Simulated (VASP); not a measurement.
A run of VASP 6.6.1:

INCAR

```
  PREC = Accurate
  ENCUT = 520
  EDIFF = 1E-7
  ISMEAR = 0
  SIGMA = 0.1
  LREAL = False
  LASPH = True
  NELM = 100
  ALGO = Normal
  ISIF = 2
  LWAVE = False
  LCHARG = False
  GGA = PE
  NBANDS = 15
```

Contents of KPOINTS:

```
regular mesh
0
Gamma
  8 8 8
```

File POSCAR:

```
CaB2
1.0
   -1.3877155237      1.3877155237      4.6961442596
    1.3877155237     -1.3877155237      4.6961442596
    1.3877155237      1.3877155237     -4.6961442596
Ca B
1 2
Direct
    0.0000000000      0.0000000000      0.0000000000
    0.7193500304      0.7193500304      0.0000000000
    0.2806499696      0.2806499696      0.0000000000
```

Potentials or basis: VASP PAW PBE potentials, release 64 (Ca_sv, B).

Launch:

```bash
$ cat potpaw_PBE.64/Ca_sv/POTCAR potpaw_PBE.64/B/POTCAR > POTCAR
$ mpirun -np 1 vasp_std > vasp.out
```

Hardware: 1 thread of Intel(R) Xeon(R) 6975P-C (Granite Rapids) (shared host).

Problem. Estimate the wall time of this run.

Solution. It took 31 s on 1 thread of Intel(R) Xeon(R) 6975P-C (Granite Rapids), on a shared host, peak memory 0.24 GiB. Counts: scf iterations 13, k points 59.
